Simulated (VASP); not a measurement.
Write the native input for VASP 6.6.1 that does the following.

```yaml
Task: single point
Functional: PBEsol
Potentials_or_basis: VASP PAW PBE potentials, release 64 (Ta_pv, N)
Cutoff: 520 eV
k_mesh: 21 × 21 × 18
Occupations: gaussian, width 0.15 eV
Spin: no spin polarisation
Dipole_correction: no
Further_INCAR_settings: ALGO = Normal; EDIFF = 1e-06; NBANDS = 15
```

The structure of TaN lies in POSCAR:

```
TaN
1.0
    2.8337343744      0.0000000000      0.0000000000
   -1.4168671872      2.4540859558      0.0000000000
    0.0000000000      0.0000000000      2.5676467167
Ta N
1 1
Direct
    0.3333333333      0.6666666667      0.5000000000
    0.0000000000      0.0000000000      0.0000000000
```

This cell differs from its parent crystal: volume 8.928 Å^3 an atom, c/a of the conventional cell 0.9061.

The input as run:

INCAR

```
SYSTEM = TaN
  ALGO = Normal
  EDIFF = 1E-6
  ENCUT = 520
  GGA = PS
  ISIF = 2
  ISMEAR = 0
  LASPH = .True.
  LCHARG = .False.
  LREAL = .False.
  LWAVE = .False.
  NBANDS = 15
  NELM = 80
  PREC = Accurate
  SIGMA = 0.15
```

KPOINTS

```
k-points
0
Gamma
  21 21 18
  0 0 0
```

Potentials or basis: VASP PAW PBE potentials, release 64 (Ta_pv, N).

Launch:

```sh
$ cat potpaw_PBE.64/Ta_pv/POTCAR potpaw_PBE.64/N/POTCAR > POTCAR
$ mpirun -np 1 vasp_std > vasp.out
```

Results of the run:

```
Pressure               : 99.7 GPa
Band gap on the k mesh : zero (band 8 reaches 10.61 eV, above the bottom of band 9 at 10.04 eV)
```

Caveat: the PAW data sets were made with another functional, which shifts forces and pressure a little; spin-orbit coupling is left out, which moves the levels of the heavy elements.

Wall time 57 s on 1 thread of Intel Xeon 6975P-C, with other jobs on the host, peak memory 0.25 GiB.
